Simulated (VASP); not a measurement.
# CsPbCl3 (Pm-3m) in VASP: settings compared, part 2 of 3

VASP 6.6.1. The steps go on from the part before.

**3. Relaxation of cell and atoms, RPBE+D3(BJ)**

This run uses another cell than the first one, of 35.22 Å³/atom, 0.933 times its volume.

INCAR

```
SYSTEM = CsPbCl3
ALGO = Normal ; EDIFF = 1E-6
EDIFFG = -0.01 ; ENCUT = 600
GGA = RP ; IBRION = 2
ISIF = 3 ; ISMEAR = -1
IVDW = 12 ; LASPH = .TRUE.
LCHARG = .FALSE. ; LREAL = .FALSE.
LWAVE = .FALSE. ; NELM = 100
NSW = 60 ; PREC = Accurate
SIGMA = 0.05
```

KPOINTS

```
k-points
0
G
  5 5 5
  0 0 0
```

POSCAR

```
CsPbCl3
1.0
    5.6050000000      0.0000000000      0.0000000000
    0.0000000000      5.6050000000      0.0000000000
    0.0000000000      0.0000000000      5.6050000000
Pb Cs Cl
1 1 3
Direct
    0.5000000000      0.5000000000      0.5000000000
    0.0000000000      0.0000000000      0.0000000000
    0.5000000000      0.0000000000      0.5000000000
    0.0000000000      0.5000000000      0.5000000000
    0.5000000000      0.5000000000      0.0000000000
```

Potentials or basis: VASP PAW PBE potentials, release 64 (Pb_d, Cs_sv, Cl).

On the command line:

```console
$ cat potpaw_PBE.64/Pb_d/POTCAR potpaw_PBE.64/Cs_sv/POTCAR potpaw_PBE.64/Cl/POTCAR > POTCAR
$ mpirun -np 1 vasp_std > vasp.out
```

OUTCAR:

```text
SYSTEM = CsPbCl3
   EDIFF = 1E-6
   EDIFFG = -0.01
   ENCUT = 600
   GGA = RP
   IBRION = 2
   ISIF = 3
   ISMEAR = -1
   IVDW = 12
   LASPH = .TRUE.
   LREAL = .FALSE.
   NELM = 100
   NSW = 60
   PREC = Accurate
 IVDW          = 12

 ion  position               nearest neighbor table
   1  0.500  0.500  0.500-   3 2.80   4 2.80   5 2.80   5 2.80   3 2.80   4 2.80
   2  0.000  0.000  0.000-
   3  0.500  0.000  0.500-   1 2.80   1 2.80
   4  0.000  0.500  0.500-   1 2.80   1 2.80
   5  0.500  0.500  0.000-   1 2.80   1 2.80

  LATTYP: Found a simple cubic cell.
 ALAT       =     5.6050000000

  Lattice vectors:

 A1 = (   5.6050000000,   0.0000000000,   0.0000000000)
 A2 = (   0.0000000000,   5.6050000000,   0.0000000000)
 A3 = (   0.0000000000,   0.0000000000,   5.6050000000)

Analysis of symmetry for initial positions (statically):
=====================================================================
 Subroutine PRICEL returns:
 Original cell was already a primitive cell.

 Routine SETGRP: Setting up the symmetry group for a
 simple cubic supercell.

 Subroutine GETGRP returns: Found 48 space group operations
 (whereof 48 operations were pure point group operations)
 out of a pool of 48 trial point group operations.

The static configuration has the point symmetry O_h .

Analysis of symmetry for dynamics (positions and initial velocities):
=====================================================================
 Subroutine PRICEL returns:
 Original cell was already a primitive cell.

 Routine SETGRP: Setting up the symmetry group for a
 simple cubic supercell.

 Subroutine GETGRP returns: Found 48 space group operations
 (whereof 48 operations were pure point group operations)
 out of a pool of 48 trial point group operations.

The dynamic configuration has the point symmetry O_h .

 Subroutine INISYM returns: Found 48 space group operations
 (whereof 48 operations are pure point group operations),
 and found     1 'primitive' translations

----------------------------------------------------------------------------------------

                                     Primitive cell

  volume of cell :     176.0868

  direct lattice vectors                    reciprocal lattice vectors
     5.605000000  0.000000000  0.000000000     0.178412132  0.000000000  0.000000000
     0.000000000  5.605000000  0.000000000     0.000000000  0.178412132  0.000000000
     0.000000000  0.000000000  5.605000000     0.000000000  0.000000000  0.178412132

  length of vectors
     5.605000000  5.605000000  5.605000000     0.178412132  0.178412132  0.178412132

  position of ions in fractional coordinates (direct lattice)
     0.500000000  0.500000000  0.500000000
     0.000000000  0.000000000  0.000000000
     0.500000000  0.000000000  0.500000000
     0.000000000  0.500000000  0.500000000
     0.500000000  0.500000000  0.000000000

  ion indices of the primitive-cell ions
   primitive index   ion index
                 1           1
                 2           2
                 3           3
                 4           4
                 5           5

----------------------------------------------------------------------------------------

 KPOINTS: k-points

Automatic generation of k-mesh.
 Grid dimensions read from file:
 generate k-points for:    5    5    5

 Generating k-lattice:

  Cartesian coordinates                     Fractional coordinates (reciprocal lattice)
     0.035682426  0.000000000  0.000000000     0.200000000  0.000000000  0.000000000
     0.000000000  0.035682426  0.000000000     0.000000000  0.200000000  0.000000000
     0.000000000  0.000000000  0.035682426     0.000000000  0.000000000  0.200000000

  Length of vectors
     0.035682426  0.035682426  0.035682426

  Shift w.r.t. Gamma in fractional coordinates (k-lattice)
     0.000000000  0.000000000  0.000000000

 Subroutine IBZKPT returns following result:
 ===========================================

 Found     10 irreducible k-points:

 Following reciprocal coordinates:
            Coordinates               Weight
  0.000000  0.000000  0.000000      1.000000
  0.200000  0.000000  0.000000      6.000000
  0.400000  0.000000  0.000000      6.000000
  0.200000  0.200000  0.000000     12.000000
  0.400000  0.200000  0.000000     24.000000
  0.400000  0.400000  0.000000     12.000000
  0.200000  0.200000  0.200000      8.000000
  0.400000  0.200000  0.200000     24.000000
  0.400000  0.400000  0.200000     24.000000
  0.400000  0.400000  0.400000      8.000000
   k-points           NKPTS =     10   k-points in BZ     NKDIM =     10   number of bands    NBANDS=     26
   number of dos      NEDOS =    301   number of ions     NIONS =      5
   total plane-waves  NPLWV = 110592
   dimension x,y,z NGX =    48 NGY =   48 NGZ =   48
   dimension x,y,z NGXF=    96 NGYF=   96 NGZF=   96
   ions per type =               1   1   3
   NGX,Y,Z   is equivalent  to a cutoff of  14.24, 14.24, 14.24 a.u.
   NGXF,Y,Z  is equivalent  to a cutoff of  28.47, 28.47, 28.47 a.u.
 SYSTEM =  CsPbCl3
   PREC   = accura    normal or accurate (medium, high low for compatibility)
   ISTART =      0    job   : 0-new  1-cont  2-samecut
   ICHARG =      2    charge: 1-file 2-atom 10-const
   ISPIN  =      1    spin polarized calculation?
   LNONCOLLINEAR =      F non collinear calculations
   LSORBIT =      F    spin-orbit coupling
   LASPH  =      T    aspherical Exc in radial PAW
   ENCUT  =  600.0 eV  44.10 Ry    6.64 a.u.  11.19 11.19 11.19*2*pi/ulx,y,z
   NELM   =    100;   NELMIN=  2; NELMDL= -5     # of ELM steps
   EDIFF  = 0.1E-05   stopping-criterion for ELM
   LREAL  =      F    real-space projection
   EDIFFG = -.1E-01   stopping-criterion for IOM
   NSW    =     60    number of steps for IOM
   IBRION =      2    ionic relax: 0-MD 1-quasi-New 2-CG
   NFREE  =      1    steps in history (QN), initial steepest desc. (CG)
   ISIF   =      3    stress and relaxation
   ISYM   =      2    0-nonsym 1-usesym 2-fastsym
   POTIM  = 0.5000    time-step for ionic-motion
   TEBEG  =    0.0;   TEEND  =   0.0 temperature during run
   PSTRESS=    0.0 pullay stress
   NELECT =      44.0000    total number of electrons
   NUPDOWN=      -1.0000    fix difference up-down
   EMIN   =  10.00;   EMAX   =-10.00  energy-range for DOS
   EFERMI =   0.00;   METHOD = LEGACY
   ISMEAR =    -1;   SIGMA  =   0.05  broadening in eV -4-tet -1-fermi 0-gaus
   EFERMI_NEDOS =   21; number of points for ismear=-14 and -15
   IALGO  =     38    algorithm
   IMIX   =      4    mixing-type and parameters
     AMIX     =   0.40;   BMIX     =  1.00
     AMIX_MAG =   1.60;   BMIX_MAG =  1.00
  volume/ion in A,a.u.               =      35.22       237.66
  Fermi-wavevector in a.u.,A,eV,Ry     =   1.031138  1.948568 14.466333  1.063245
  Thomas-Fermi vector in A             =   2.165271
   LORBIT       =      0    0 simple, 1 ext, 2 COOP (PROOUT), +10 PAW based schemes
   GGA     = RP    functional components
   LHFCALC =     F    Hartree Fock is set to
   AEXX    =    0.0000 exact exchange contribution
   IVDW    =    12    specifies the selected vdW correction
   LEPSILON=     F    determine dielectric tensor
   LRPA    =     F    only Hartree local field effects (RPA)
 conjugate gradient relaxation of ions
 non-spin polarized calculation
  energy-cutoff  :      600.00
  volume of cell :      176.09
 maximum number of plane-waves:      5896
 NGX is ok and might be reduce to    48
   NGX = 23   NGY = 23   NGZ = 23

--------------------------------------- Ionic step        1  -------------------------------------------

 number of electron      43.9999992 magnetization

 Free energy of the ion-electron system (eV)
  ---------------------------------------------------
  ext. energy  EPLUGINS =         0.00000000
  ---------------------------------------------------
  free energy    TOTEN  =       -16.42275025 eV

  energy without entropy =      -16.42275025  energy(sigma->0) =      -16.42275025

------------------------ aborting loop because EDIFF is reached ----------------------------------------

 Edisp (eV)   -4.24017

 E8    (eV) :    -2.7314

  FORCE on cell =-STRESS in cart. coord.  units (eV):
  Direction    XX          YY          ZZ          XY          YZ          ZX
  --------------------------------------------------------------------------------------
  -------------------------------------------------------------------------------------
  Total      -3.14803    -3.14803    -3.14803     0.00000     0.00000     0.00000
  in kB     -28.64329   -28.64329   -28.64329     0.00000     0.00000     0.00000
  external pressure =      -28.64 kB  Pullay stress =        0.00 kB
[... 67 lines left out ...]
  energy  without entropy=      -20.8449437756  energy(sigma->0) =      -20.84494378

--------------------------------------- Ionic step        3  -------------------------------------------

 number of electron      44.0000005 magnetization

 Free energy of the ion-electron system (eV)
  ---------------------------------------------------
  ext. energy  EPLUGINS =         0.00000000
  ---------------------------------------------------
  free energy    TOTEN  =       -15.79275069 eV

  energy without entropy =      -15.79275069  energy(sigma->0) =      -15.79275069

 E-fermi :   3.8983     XC(G=0):  -8.0081

 val. band max:        2.7536324879   @ k =   0.4000   0.4000   0.4000
 cond. band min:       5.5011899119   @ k =   0.4000   0.4000   0.4000
 fundamental gap:      2.7475574240
 Fermi energy:         3.8983047563

 k-point     1 :       0.0000    0.0000    0.0000
  band No.  band energies     occupation
      1     -18.5980      2.00000
      2     -14.0670      2.00000
      3     -14.0670      2.00000
      4     -13.6073      2.00000
      5     -13.6073      2.00000
      6     -13.6073      2.00000
[... 315 lines left out ...]
  FREE ENERGIE OF THE ION-ELECTRON SYSTEM (eV)
  ---------------------------------------------------
  free  energy   TOTEN  =       -20.8525338222 eV

  energy  without entropy=      -20.8525338222  energy(sigma->0) =      -20.85253382

 reached required accuracy - stopping structural energy minimisation
```

OSZICAR:

```text
N       E                     dE             d eps       ncg     rms          rms(c)
DAV:   1     0.455924036472E+03    0.45592E+03   -0.21036E+04   520   0.172E+03
DAV:   2     0.454697967618E+02   -0.41045E+03   -0.40091E+03   640   0.373E+02
DAV:   3    -0.145532794143E+02   -0.60023E+02   -0.59668E+02   632   0.150E+02
[... 26 lines left out ...]
DAV:   4    -0.157926785932E+02    0.25682E-03   -0.32478E-03   816   0.544E-01    0.137E-01
DAV:   5    -0.157927228077E+02   -0.44215E-04   -0.42237E-04   726   0.226E-01    0.375E-02
DAV:   6    -0.157927491282E+02   -0.26321E-04   -0.45680E-05   584   0.599E-02    0.975E-03
DAV:   7    -0.157927514210E+02   -0.22928E-05   -0.46192E-06   656   0.209E-02    0.324E-03
DAV:   8    -0.157927506866E+02    0.73445E-06   -0.10881E-06   424   0.101E-02
   3 F= -.20852534E+02 E0= -.20852534E+02  d E =-.189618E+00
```

CONTCAR:

```text
CsPbCl3
   1.00000000000000
     5.3970407969415621    0.0000000000000000    0.0000000000000000
     0.0000000000000000    5.3970407969415621   -0.0000000000000000
     0.0000000000000000    0.0000000000000000    5.3970407969415621
  Pb              Cs              Cl
     1     1     3
Direct
     0.5000000000000000    0.5000000000000000    0.5000000000000000
     0.0000000000000000    0.0000000000000000    0.0000000000000000
     0.5000000000000000    0.0000000000000000    0.5000000000000000
     0.0000000000000000    0.5000000000000000    0.5000000000000000
     0.5000000000000000    0.5000000000000000    0.0000000000000000

  0.00000000E+00  0.00000000E+00  0.00000000E+00
  0.00000000E+00  0.00000000E+00  0.00000000E+00
  0.00000000E+00  0.00000000E+00  0.00000000E+00
  0.00000000E+00  0.00000000E+00  0.00000000E+00
  0.00000000E+00  0.00000000E+00  0.00000000E+00
```

Run time: 2 min. Hardware: 1 thread of Intel Xeon 6975P-C, shared host; peak memory 0.38 GiB.

Results:

| Item | Value |
| --- | --- |
| Free energy | -20.8525 eV |
| Relaxed volume | 31.44 Å³/atom |
| Relaxed cell | a = 5.397 Å, b = 5.397 Å, c = 5.397 Å, α = 90.00°, β = 90.00°, γ = 90.00° |
| Space group after relaxing (to 0.05 Å) | Pm-3m (No. 221) |
| Energy gained by relaxing | 37.9 meV/atom |
| Ionic steps | 3 |
| Pressure after relaxing | 0.0 GPa |
| Band gap on the k mesh | 2.75 eV, direct |
| Dispersion energy per atom | -1.012 eV |

The path:
```tsv
step	energy change (eV)	largest force (eV/Å)	pressure (GPa)	volume (Å³)
1	0.0000	0.0000	-2.86	176.09
2	-0.1820	0.0000	-0.68	160.52
3	-0.1896	0.0000	-0.03	157.21
```

Final structure:
```
Pb Cs Cl
1.0
     5.39704    0.00000    0.00000
     0.00000    5.39704    0.00000
     0.00000    0.00000    5.39704
Pb Cs Cl
1 1 3
Direct
  0.50000 0.50000 0.50000
  0.00000 0.00000 0.00000
  0.50000 0.00000 0.50000
  0.00000 0.50000 0.50000
  0.50000 0.50000 0.00000
```

Caveat: the PAW data sets were made with another functional, which shifts forces and pressure a little; spin-orbit coupling is left out, which moves the levels of the heavy elements; the volume moved by -11 % from the deposited cell, more than functionals usually miss.

**4. Relaxation of cell and atoms, RPBE+D4**

This run uses another cell than the first one, of 35.22 Å³/atom, 0.933 times its volume.

INCAR

```
  PREC = Accurate
  ENCUT = 600
  EDIFF = 1E-6
  ISMEAR = -1
  SIGMA = 0.05
  LREAL = False
  LASPH = True
  NELM = 80
  ALGO = Normal
  ISIF = 3
  LWAVE = False
  LCHARG = False
  GGA = RP
  IVDW = 13
  IBRION = 2
  NSW = 60
  EDIFFG = -0.01
```

KPOINTS

```
Automatic mesh
0
Gamma
  5 5 5
```

POSCAR is that of step 3.

On the command line:

```console
$ cat potpaw_PBE.64/Pb_d/POTCAR potpaw_PBE.64/Cs_sv/POTCAR potpaw_PBE.64/Cl/POTCAR > POTCAR
$ mpirun -np 1 vasp_std > vasp.out
```

It took 2.1 min on 1 thread of Intel Xeon 6975P-C, shared host; peak memory 0.37 GiB.

Results (log left out):

| Property | Result |
| --- | --- |
| Free energy | -18.1935 eV |
| Relaxed volume | 37.75 Å³/atom |
| Relaxed cell | a = 5.736 Å, b = 5.736 Å, c = 5.736 Å, α = 90.00°, β = 90.00°, γ = 90.00° |
| Space group after relaxing (to 0.05 Å) | Pm-3m (No. 221) |
| Energy gained by relaxing | 13.0 meV/atom |
| Ionic steps | 3 |
| Pressure after relaxing | 0.0 GPa |
| Band gap on the k mesh | 3.21 eV, direct |
| Dispersion energy per atom | -0.319 eV |

Step by step:
```
step  energy change (eV)  largest force (eV/Å)  pressure (GPa)  volume (Å³)
   1              0.0000                0.0000            1.77       176.09
   2             -0.0626                0.0000            0.30       186.17
   3             -0.0649                0.0000           -0.02       188.77
```

Final structure:
```xyz
5
Lattice="5.7365 0.0000 0.0000 0.0000 5.7365 0.0000 0.0000 0.0000 5.7365" Properties=species:S:1:pos:R:3 pbc="T T T"
Pb    2.8682    2.8682    2.8682
Cs    0.0000    0.0000    0.0000
Cl    2.8682    0.0000    2.8682
Cl    0.0000    2.8682    2.8682
Cl    2.8682    2.8682    0.0000
```

Levels at points of the mesh, in eV from the valence-band top:
```csv
k point,band 19,band 20,band 21,band 22,band 23,band 24,band 25,band 26
"(0.00, 0.00, 0.00)",-1.63,-1.56,-1.56,-1.56,4.47,5.44,5.44,6.30
```

Caveat: the PAW data sets were made with another functional, which shifts forces and pressure a little; spin-orbit coupling is left out, which moves the levels of the heavy elements. A k mesh can miss the band edges.

(Continued in part 3 of 3.)
